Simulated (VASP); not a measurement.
**LiF: single point with PBE**

LiF:

```
Li F
1.0
     2.61559   -0.00215   -0.01287
    -0.00215    2.57346   -0.01385
    -0.01287   -0.01385    2.58093
Li F
1 1
Direct
  0.99101 0.00629 0.00411
  0.50899 0.49371 0.49589
```

This cell differs from its parent crystal: atoms moved at random and the cell strained at random.

| Property | Result |
| --- | --- |
| Program | VASP 6.6.1 |
| Task | single point |
| Functional | PBE |
| Potentials or basis | VASP PAW PBE potentials, release 64 (Li_sv, F) |
| Cutoff | 520 eV |
| k mesh | 10 × 10 × 10 |
| Occupations | gaussian, width 0.02 eV |
| Spin | no spin polarisation |
| Dipole correction | no |
| Further INCAR settings | ALGO = Normal; EDIFF = 1e-07; NBANDS = 12 |

```
Largest force          : 0.034 eV/Å
Band gap on the k mesh : 7.19 eV (least direct gap 7.78 eV)
```

Forces on the atoms (eV/Å):
```
Li  -0.028  0.015  0.011
F    0.028 -0.015 -0.011
```

Levels at points of the mesh, in eV from the valence-band top:
```
           k point  band 3  band 4  band 5  band 6  band 7  band 8
(0.00, 0.00, 0.00)   -0.78   -0.65   -0.60    7.19   18.34   18.74
(0.50, 0.00, 0.00)   -3.55   -0.30   -0.26    8.97   13.45   19.93
(0.00, 0.50, 0.00)   -3.55   -0.38   -0.26    8.86   13.65   19.65
(0.50, 0.50, 0.00)   -3.15   -3.10   -0.02   12.75   13.29   13.71
(0.00, 0.00, 0.50)   -3.55   -0.38   -0.24    8.88   13.61   19.62
(0.50, 0.00, 0.50)   -3.16   -3.11    0.00   12.77   13.31   13.66
(0.00, 0.50, 0.50)   -3.12   -3.08   -0.10   12.98   13.26   13.63
(0.50, 0.50, 0.50)   -2.21   -2.19   -2.14   10.86   11.01   11.13
```

Wall time 95 s on 1 thread of Intel Xeon 8259CL, with other jobs on the host, peak memory 0.2 GiB.

Caveat: the cell differs from its parent crystal (atoms moved at random and the cell strained at random). A k mesh can miss the band edges.
